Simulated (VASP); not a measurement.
Write the native input for VASP 6.6.1 that does the following.

| Item | Value |
| --- | --- |
| Task | single point |
| Functional | PBEsol |
| Potentials or basis | VASP PAW PBE potentials, release 64 (Si, Mo_sv) |
| Cutoff | 520 eV |
| k mesh | 16 × 16 × 16 |
| Occupations | fermi-dirac, width 0.08 eV |
| Spin | no spin polarisation |
| Dipole correction | no |
| Further INCAR settings | ALGO = Normal; EDIFF = 1e-06; NBANDS = 18 |

The structure of Si2Mo lies in POSCAR:

```
Si2Mo
1.0
   -1.5673377739      1.5673377739      3.8502632003
    1.5673377739     -1.5673377739      3.8502632003
    1.5673377739      1.5673377739     -3.8502632003
Si Mo
2 1
Direct
    0.3330000000      0.3330000000      0.0000000000
    0.6670000000      0.6670000000      0.0000000000
    0.0000000000      0.0000000000      0.0000000000
```

This cell differs from its parent crystal: volume scaled by 0.94.

These files were run (other wordings do the same):

INCAR

```
PREC     = Accurate       # precision mode
ENCUT    = 520            # plane-wave cutoff, eV
EDIFF    = 1E-6           # SCF threshold, eV
ISMEAR   = -1             # smearing method
SIGMA    = 0.08           # smearing width, eV
LREAL    = False          # projectors in reciprocal space
LASPH    = True           # aspherical terms in the spheres
NELM     = 80             # most SCF steps
ALGO     = Normal         # electronic algorithm
ISIF     = 2              # what is computed and relaxed
LWAVE    = False          # write WAVECAR
LCHARG   = False          # write CHGCAR
GGA      = PS             # functional
NBANDS   = 18             # bands
```

KPOINTS

```
regular mesh
0
Gamma
  16 16 16
```

Potentials or basis: VASP PAW PBE potentials, release 64 (Si, Mo_sv).

Command:

```sh
$ cat potpaw_PBE.64/Si/POTCAR potpaw_PBE.64/Mo_sv/POTCAR > POTCAR
$ mpirun -np 1 vasp_std > vasp.out
```

It gave:

- Pressure: 12.7 GPa
- Largest force: 0.224 eV/Å
- Band gap on the k mesh: zero (band 11 reaches 13.71 eV, above the bottom of band 12 at 12.63 eV)

Caveat: the PAW data sets were made with another functional, which shifts forces and pressure a little.

It took 13 min on 1 thread of AMD EPYC 7R13 (shared host), peak memory 0.34 GiB.
